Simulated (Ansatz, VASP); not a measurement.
Two plane-wave programs on Te

INCAR

```
SYSTEM = Te
  PREC = Accurate
  ENCUT = 520
  EDIFF = 1E-6
  ISMEAR = 0
  SIGMA = 0.1
  LREAL = .False.
  LASPH = .True.
  NELM = 80
  ALGO = Normal
  ISIF = 2
  LWAVE = .False.
  LCHARG = .True.
  GGA = PE
  LELF = .True.
  LVHAR = .True.
  NBANDS = 16
```

KPOINTS

```
regular mesh
0
Gamma
  6 4 4
  0 0 0
```

Contents of POSCAR:

```
Te
1.0
    2.9264618200      0.0000000000      0.0000000000
    0.0000000000      4.9214807800      0.0000000000
    0.0000000000      0.0000000000      5.9673726400
Te
3
Direct
    0.0000000000      0.0000000000      0.2558544800
    0.0000000000      0.0000000000      0.7441455200
    0.0000000000      0.5000000000      0.0000000000
```

Input for Ansatz:

```yaml
crystal:
  lattice:
    - [2.92646182, 0.0, 0.0]
    - [0.0, 4.92148078, 0.0]
    - [0.0, 0.0, 5.96737264]
  atoms:
    - { symbol: Te, position: [0.0, 0.0, 0.25585448] }
    - { symbol: Te, position: [0.0, 0.0, 0.74414552] }
    - { symbol: Te, position: [0.0, 0.5, 0.0] }
basis:
  ecutwfc: 420
kpoints:
  mp_grid: { grid: [6, 4, 4] }
hamiltonian:
  xc: pbe
scf:
  occupations: { method: gaussian, width: 0.1 }
  lower_state_search: "off"
output:
  forces: true
  stress: true
  eigenvalues: true
```

Alike in both runs: task single point; functional PBE; k mesh 6 × 4 × 4; occupations gaussian, width 0.1 eV; no spin polarisation.

```csv
,VASP,Ansatz
version,VASP 6.6.1,Ansatz 0.2.0
potentials or method,"VASP PAW PBE potentials, release 64 (Te), cutoff 520 eV","scalar-relativistic, plane waves, PAW"
valence electrons in the cell,18,48
```

```tsv
	VASP	Ansatz	Ansatz less VASP
gap on the k mesh at the Fermi level (eV)	none	none	-
pressure (GPa)	21.0	21.0	-0.06
traceless stress, the component that is largest in VASP (GPa)	-3.20	-3.16	+0.035
rms of the force components (eV/Å)	0.490	0.489	-0.0018
```

Atom by atom the forces differ by 0.002 eV/Å (rms over components). A gap of «none» marks a metal or a gap that the smearing closes. VASP's potentials hold 18 valence electrons a cell and Ansatz's 48, so a difference there can come from the potentials and not from the codes.

Spin-orbit coupling is off throughout.
